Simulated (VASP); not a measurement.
Runs of VASP 6.6.1 on Mg. The structure is that of space group Pm-3m (No. 221), or close to it. The cells are those of the table. 

```csv
task,cell,k mesh,cutoff (eV),gap on the mesh (eV),pressure (GPa)
relaxation of cell and atoms,"relaxed from a = 2.928 Å, 1 atom",11 × 11 × 11,600,none,0.0
single point,"a = 3.091 Å, 1 atom",11 × 11 × 11,600,none,0.0
single point,"a = 3.091 Å, 1 atom",17 × 17 × 17,520,none,0.1
single point,"a = 3.006 Å, 1 atom",11 × 11 × 11,520,none,1.7
single point,"a = 3.132 Å, 1 atom",11 × 11 × 11,520,none,-0.6
single point,"a = 3.049 Å, 1 atom",11 × 11 × 11,520,none,(b)
single point,"a = 2.962 Å, 1 atom",11 × 11 × 11,520,none,2.9
single point,"a = 3.210 Å, 1 atom",11 × 11 × 11,520,none,(a)
```

Alike in all rows: level BLYP; potentials or basis VASP PAW PBE potentials, release 64 (Mg); no spin polarisation; smearing fermi-dirac 0.1 eV.

Task: Estimate the missing entries.

Result: (a) -1.4; (b) 0.8.

Caveats: the PAW data sets were made with another functional, which shifts forces and pressure a little.

A gap of «none» marks levels without a gap at the run's occupations.
